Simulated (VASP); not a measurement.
# CaO (Lime) (Fm-3m) in VASP: a series of runs, part 2 of 2

VASP 6.6.1. The steps go on from the part before.

## 3. Single point, LDA

This run uses another cell than the first one, of 13.38 Å³/atom, 1.021 times its volume.

Input file INCAR:

```
SYSTEM = CaO
ALGO = Normal
EDIFF = 1E-7
ENCUT = 520
GGA = CA
ISIF = 2
ISMEAR = 0
LASPH = .TRUE.
LCHARG = .TRUE.
LELF = .TRUE.
LREAL = .FALSE.
LVHAR = .TRUE.
LWAVE = .FALSE.
NBANDS = 15
NELM = 60
PREC = Accurate
SIGMA = 0.01
```

Input file KPOINTS:

```
k-points
0
G
  7 7 7
  0 0 0
```

Input file POSCAR:

```
CaO
1.0
    0.0000000000      2.3739757428      2.3739757428
    2.3739757428      0.0000000000      2.3739757428
    2.3739757428      2.3739757428      0.0000000000
Ca O
1 1
Direct
    0.0000000000      0.0000000000      0.0000000000
    0.5000000000      0.5000000000      0.5000000000
```

Potentials or basis: VASP PAW LDA potentials, release 64 (Ca_sv, O).

On the command line:

```bash
$ cat potpaw_LDA.64/Ca_sv/POTCAR potpaw_LDA.64/O/POTCAR > POTCAR
$ mpirun -np 1 vasp_std > vasp.out
```

OUTCAR:

```text
SYSTEM = CaO
   EDIFF = 1E-7
   ENCUT = 520
   GGA = CA
   ISIF = 2
   ISMEAR = 0
   LASPH = .TRUE.
   LREAL = .FALSE.
   NELM = 60
   PREC = Accurate

 ion  position               nearest neighbor table
   1  0.000  0.000  0.000-   2 2.37   2 2.37   2 2.37   2 2.37   2 2.37   2 2.37
   2  0.500  0.500  0.500-   1 2.37   1 2.37   1 2.37   1 2.37   1 2.37   1 2.37

  LATTYP: Found a face centered cubic cell.
 ALAT       =     4.7479514856

  Lattice vectors:

 A1 = (   0.0000000000,   2.3739757428,   2.3739757428)
 A2 = (   2.3739757428,   0.0000000000,   2.3739757428)
 A3 = (   2.3739757428,   2.3739757428,   0.0000000000)

Analysis of symmetry for initial positions (statically):
=====================================================================
 Subroutine PRICEL returns:
 Original cell was already a primitive cell.

 Routine SETGRP: Setting up the symmetry group for a
 face centered cubic supercell.

 Subroutine GETGRP returns: Found 48 space group operations
 (whereof 48 operations were pure point group operations)
 out of a pool of 48 trial point group operations.

The static configuration has the point symmetry O_h .

Analysis of symmetry for dynamics (positions and initial velocities):
=====================================================================
 Subroutine PRICEL returns:
 Original cell was already a primitive cell.

 Routine SETGRP: Setting up the symmetry group for a
 face centered cubic supercell.

 Subroutine GETGRP returns: Found 48 space group operations
 (whereof 48 operations were pure point group operations)
 out of a pool of 48 trial point group operations.

The dynamic configuration has the point symmetry O_h .

 Subroutine INISYM returns: Found 48 space group operations
 (whereof 48 operations are pure point group operations),
 and found     1 'primitive' translations

[... 117 lines left out ...]
   IVDW    =     0    specifies the selected vdW correction
   LEPSILON=     F    determine dielectric tensor
   LRPA    =     F    only Hartree local field effects (RPA)
 non-spin polarized calculation
 Gauss-broadening in eV      SIGMA  =   0.01
  energy-cutoff  :      520.00
  volume of cell :       26.76
 maximum number of plane-waves:       726
 NGX is ok and might be reduce to    28
   NGX = 13   NGY = 13   NGZ = 13

 number of electron      15.9999997 magnetization

 Free energy of the ion-electron system (eV)
  ---------------------------------------------------
  ext. energy  EPLUGINS =         0.00000000
  ---------------------------------------------------
  free energy    TOTEN  =       -14.21829844 eV

  energy without entropy =      -14.21829844  energy(sigma->0) =      -14.21829844

 E-fermi :   2.3300     XC(G=0): -11.2108

 val. band max:        2.2308797795   @ k =   0.0000   0.0000   0.0000
 cond. band min:       5.7664139061   @ k =   0.4286   0.4286   0.0000
 fundamental gap:      3.5355341266
 Fermi energy:         2.3300389451

 k-point     1 :       0.0000    0.0000    0.0000
  band No.  band energies     occupation
      1     -34.6875      2.00000
      2     -15.7043      2.00000
      3     -15.7043      2.00000
      4     -15.7043      2.00000
      5     -13.0497      2.00000
      6       2.2309      2.00000
      7       2.2309      2.00000
      8       2.2309      2.00000
      9       7.0959      0.00000
     10       8.4231      0.00000
     11       8.4231      0.00000
     12       8.4231      0.00000
     13      10.0509      0.00000
     14      10.0509      0.00000
[... 329 lines left out ...]
      2     -16.4044      2.00000
      3     -16.2388      2.00000
      4     -15.9978      2.00000
      5     -12.2698      2.00000
      6       0.7117      2.00000
      7       1.0943      2.00000
      8       1.2368      2.00000
      9       8.0877      0.00000
     10       9.1876      0.00000
     11      10.9703      0.00000
     12      11.7890      0.00000
     13      12.4891      0.00000
     14      16.2258      0.00000
     15      16.2553      0.00000

------------------------ aborting loop because EDIFF is reached ----------------------------------------

  FORCE on cell =-STRESS in cart. coord.  units (eV):
  Direction    XX          YY          ZZ          XY          YZ          ZX
  --------------------------------------------------------------------------------------
  -------------------------------------------------------------------------------------
  Total       -0.3700405     -0.3700405     -0.3700405      0.0000000      0.0000000     -0.0000000
  in kB      -22.1564901    -22.1564901    -22.1564901      0.0000000      0.0000000     -0.0000000
  external PRESSURE =     -22.1564901 kB  Pullay stress =       0.0000000 kB

 VOLUME and BASIS-vectors are now :
 -----------------------------------------------------------------------------
  energy-cutoff  :      520.00
  volume of cell :       26.76
      direct lattice vectors                 reciprocal lattice vectors
     0.000000000  2.373975743  2.373975743    -0.210617148  0.210617148  0.210617148
     2.373975743  0.000000000  2.373975743     0.210617148 -0.210617148  0.210617148
     2.373975743  2.373975743  0.000000000     0.210617148  0.210617148 -0.210617148

 POSITION                                       TOTAL-FORCE (eV/Angst)
 -----------------------------------------------------------------------------------
      0.00000      0.00000      0.00000        -0.000000      0.000000      0.000000
      2.37398      2.37398      2.37398         0.000000     -0.000000     -0.000000
 -----------------------------------------------------------------------------------
    total drift:                                0.000000      0.000000      0.000000

  FREE ENERGIE OF THE ION-ELECTRON SYSTEM (eV)
  ---------------------------------------------------
  free  energy   TOTEN  =       -14.2182984435 eV

  energy  without entropy=      -14.2182984435  energy(sigma->0) =      -14.21829844
```

stdout:

```text
POSCAR found type information on POSCAR CaO
 POSCAR found :  2 types and       2 ions
 scaLAPACK will be used
 LDA part: xc-table for (Slater(with rela. corr.)+CA(PZ))
 , standard interpolation
 POSCAR, INCAR and KPOINTS ok, starting setup
 FFT: planning ... GRIDC
 FFT: planning ... GRID_SOFT
 FFT: planning ... GRID
 WAVECAR not read
 entering main loop
```

Run time: 6.8 s. Hardware: 1 thread of AMD EPYC 9R45 (Zen 5), shared host; peak memory 0.11 GiB.

What came out:

```yaml
Free_energy: -14.2183 eV
Pressure: -2.2 GPa
Band_gap_on_the_k_mesh: 3.54 eV, indirect (least direct gap 3.90 eV)
```

Levels at points of the mesh, in eV from the valence-band top:
| k point | band 5 | band 6 | band 7 | band 8 | band 9 | band 10 | band 11 | band 12 |
| --- | --- | --- | --- | --- | --- | --- | --- | --- |
| (0.00, 0.00, 0.00) | -15.28 | 0.00 | 0.00 | 0.00 | 4.87 | 6.19 | 6.19 | 6.19 |

## 4. Single point, LDA

This run uses another cell than the first one, of 13.66 Å³/atom, 1.043 times its volume.

Input file INCAR:

```
ALGO     = Normal         # electronic algorithm
EDIFF    = 1E-6           # SCF threshold, eV
ENCUT    = 520            # plane-wave cutoff, eV
GGA      = CA             # functional
ISIF     = 2              # what is computed and relaxed
ISMEAR   = 0              # smearing method
LASPH    = T              # aspherical terms in the spheres
LCHARG   = F              # write CHGCAR
LREAL    = F              # projectors in reciprocal space
LWAVE    = F              # write WAVECAR
NBANDS   = 15             # bands
NELM     = 60             # most SCF steps
PREC     = Accurate       # precision mode
SIGMA    = 0.01           # smearing width, eV
```

Input file KPOINTS:

```
k-points
0
Gamma
  7 7 7
```

Input file POSCAR:

```
CaO
1.0
    0.0000000000      2.3903485066      2.3903485066
    2.3903485066      0.0000000000      2.3903485066
    2.3903485066      2.3903485066      0.0000000000
Ca O
1 1
Direct
    0.0000000000      0.0000000000      0.0000000000
    0.5000000000      0.5000000000      0.5000000000
```

On the command line:

```bash
$ cat potpaw_LDA.64/Ca_sv/POTCAR potpaw_LDA.64/O/POTCAR > POTCAR
$ mpirun -np 1 vasp_std > vasp.out
```

It took 6 s on 1 thread of AMD EPYC 9R45 (Zen 5), shared host; peak memory 0.11 GiB.

It converged, with:

| Quantity | Value |
| --- | --- |
| Free energy | -14.2070 eV |
| Pressure | -4.5 GPa |
| Band gap on the k mesh | 3.55 eV, indirect (least direct gap 3.92 eV) |

Levels at points of the mesh, in eV from the valence-band top:
| k point | band 6 | band 7 | band 8 | band 9 | band 10 | band 11 |
| --- | --- | --- | --- | --- | --- | --- |
| (0.00, 0.00, 0.00) | 0.00 | 0.00 | 0.00 | 4.69 | 6.15 | 6.15 |

## 5. Single point, LDA

This run uses another cell than the first one, of 13.94 Å³/atom, 1.064 times its volume.

Input file INCAR:

```
SYSTEM = CaO
PREC = Accurate
ENCUT = 520
EDIFF = 1E-7
ISMEAR = 0
SIGMA = 0.01
LREAL = .False.
LASPH = .True.
NELM = 60
ALGO = Normal
ISIF = 2
LWAVE = .False.
LCHARG = .False.
NBANDS = 15
```

Input file KPOINTS:

```
Automatic mesh
0
Gamma
  7 7 7
  0 0 0
```

Input file POSCAR:

```
CaO
1.0
    0.0000000000      2.4065000000      2.4065000000
    2.4065000000      0.0000000000      2.4065000000
    2.4065000000      2.4065000000      0.0000000000
Ca O
1 1
Direct
    0.0000000000      0.0000000000      0.0000000000
    0.5000000000      0.5000000000      0.5000000000
```

Potentials or basis: VASP PAW LDA potentials, release 64 (Ca_sv, O).

On the command line:

```bash
$ cat potpaw_LDA.64/Ca_sv/POTCAR potpaw_LDA.64/O/POTCAR > POTCAR
$ mpirun -np 1 vasp_std > vasp.out
```

OUTCAR:

```text
SYSTEM = CaO
   PREC = Accurate
   ENCUT = 520
   EDIFF = 1E-7
   ISMEAR = 0
   LREAL = .False.
   LASPH = .True.
   NELM = 60
   ISIF = 2

 ion  position               nearest neighbor table
   1  0.000  0.000  0.000-   2 2.41   2 2.41   2 2.41   2 2.41   2 2.41   2 2.41
   2  0.500  0.500  0.500-   1 2.41   1 2.41   1 2.41   1 2.41   1 2.41   1 2.41

  LATTYP: Found a face centered cubic cell.
 ALAT       =     4.8130000000

  Lattice vectors:

 A1 = (   0.0000000000,   2.4065000000,   2.4065000000)
 A2 = (   2.4065000000,   0.0000000000,   2.4065000000)
 A3 = (   2.4065000000,   2.4065000000,   0.0000000000)

Analysis of symmetry for initial positions (statically):
=====================================================================
 Subroutine PRICEL returns:
 Original cell was already a primitive cell.

 Routine SETGRP: Setting up the symmetry group for a
 face centered cubic supercell.

 Subroutine GETGRP returns: Found 48 space group operations
 (whereof 48 operations were pure point group operations)
 out of a pool of 48 trial point group operations.

The static configuration has the point symmetry O_h .

Analysis of symmetry for dynamics (positions and initial velocities):
=====================================================================
[... 174 lines left out ...]
     12       8.0893      0.00000
     13       9.6422      0.00000
     14       9.6422      0.00000
[... 329 lines left out ...]
      2     -16.7292      2.00000
      3     -16.6026      2.00000
      4     -16.3904      2.00000
      5     -12.5183      2.00000
      6       0.5240      2.00000
      7       0.8502      2.00000
      8       1.0226      2.00000
      9       7.7462      0.00000
     10       8.7952      0.00000
     11      10.4360      0.00000
     12      11.2837      0.00000
     13      11.9362      0.00000
     14      15.4436      0.00000
     15      15.5595      0.00000

------------------------ aborting loop because EDIFF is reached ----------------------------------------

  FORCE on cell =-STRESS in cart. coord.  units (eV):
  Direction    XX          YY          ZZ          XY          YZ          ZX
  --------------------------------------------------------------------------------------
  -------------------------------------------------------------------------------------
  Total       -1.1554339     -1.1554339     -1.1554339      0.0000000     -0.0000000     -0.0000000
  in kB      -66.4152926    -66.4152926    -66.4152926      0.0000000     -0.0000000     -0.0000000
  external PRESSURE =     -66.4152926 kB  Pullay stress =       0.0000000 kB

 VOLUME and BASIS-vectors are now :
 -----------------------------------------------------------------------------
  energy-cutoff  :      520.00
  volume of cell :       27.87
      direct lattice vectors                 reciprocal lattice vectors
     0.000000000  2.406500000  2.406500000    -0.207770621  0.207770621  0.207770621
     2.406500000  0.000000000  2.406500000     0.207770621 -0.207770621  0.207770621
     2.406500000  2.406500000  0.000000000     0.207770621  0.207770621 -0.207770621

 POSITION                                       TOTAL-FORCE (eV/Angst)
 -----------------------------------------------------------------------------------
      0.00000      0.00000      0.00000         0.000000      0.000000      0.000000
      2.40650      2.40650      2.40650        -0.000000     -0.000000     -0.000000
 -----------------------------------------------------------------------------------
    total drift:                                0.000000      0.000000      0.000000

  FREE ENERGIE OF THE ION-ELECTRON SYSTEM (eV)
  ---------------------------------------------------
  free  energy   TOTEN  =       -14.1880726378 eV

  energy  without entropy=      -14.1880726378  energy(sigma->0) =      -14.18807264
```

OSZICAR:

```text
N       E                     dE             d eps       ncg     rms          rms(c)
DAV:   1     0.123089406713E+03    0.12309E+03   -0.81424E+03   600   0.108E+03
DAV:   2    -0.106848931424E+02   -0.13377E+03   -0.12445E+03   775   0.293E+02
DAV:   3    -0.157599601625E+02   -0.50751E+01   -0.50356E+01   670   0.588E+01
DAV:   4    -0.158879305395E+02   -0.12797E+00   -0.12790E+00   896   0.837E+00
DAV:   5    -0.158889339083E+02   -0.10034E-02   -0.10034E-02   657   0.680E-01    0.843E+00
DAV:   6    -0.143457475051E+02    0.15432E+01   -0.49136E+00   635   0.215E+01    0.377E+00
DAV:   7    -0.142236837037E+02    0.12206E+00   -0.42179E-01   684   0.673E+00    0.181E+00
DAV:   8    -0.141887559753E+02    0.34928E-01   -0.79198E-02   761   0.293E+00    0.351E-01
DAV:   9    -0.141879637433E+02    0.79223E-03   -0.37639E-03   664   0.474E-01    0.994E-02
DAV:  10    -0.141880875900E+02   -0.12385E-03   -0.21361E-04   765   0.150E-01    0.399E-02
DAV:  11    -0.141880729820E+02    0.14608E-04   -0.20173E-05   814   0.503E-02    0.601E-03
DAV:  12    -0.141880727702E+02    0.21177E-06   -0.28480E-06   761   0.147E-02    0.416E-03
DAV:  13    -0.141880726469E+02    0.12332E-06   -0.31294E-07   642   0.499E-03    0.752E-04
DAV:  14    -0.141880726378E+02    0.90818E-08   -0.12232E-08   384   0.178E-03
   1 F= -.14188073E+02 E0= -.14188073E+02  d E =-.335540-122
```

Run time: 6.7 s. Hardware: 1 thread of AMD EPYC 9R45 (Zen 5), shared host; peak memory 0.11 GiB.

What came out:

```
Free energy            : -14.1881 eV
Pressure               : -6.6 GPa
Band gap on the k mesh : 3.56 eV, indirect (least direct gap 3.93 eV)
```

A k mesh can miss the band edges.

## 6. Overview

```tsv
cell	gap on the mesh (eV)	pressure (GPa)
a = 3.334 Å, angles 60.0°, 2 atoms	3.52	0.4
a = 3.357 Å, angles 60.0°, 2 atoms	3.54	-2.2
a = 3.380 Å, angles 60.0°, 2 atoms	3.55	-4.5
a = 3.403 Å, angles 60.0°, 2 atoms	3.56	-6.6
```

Alike in all rows: task single point; level LDA; potentials or basis VASP PAW LDA potentials, release 64 (Ca_sv, O); no spin polarisation; k mesh 7 × 7 × 7; cutoff (eV) 520; smearing gaussian 0.01 eV.

Absolute energies hang on the potentials; compare differences alone.
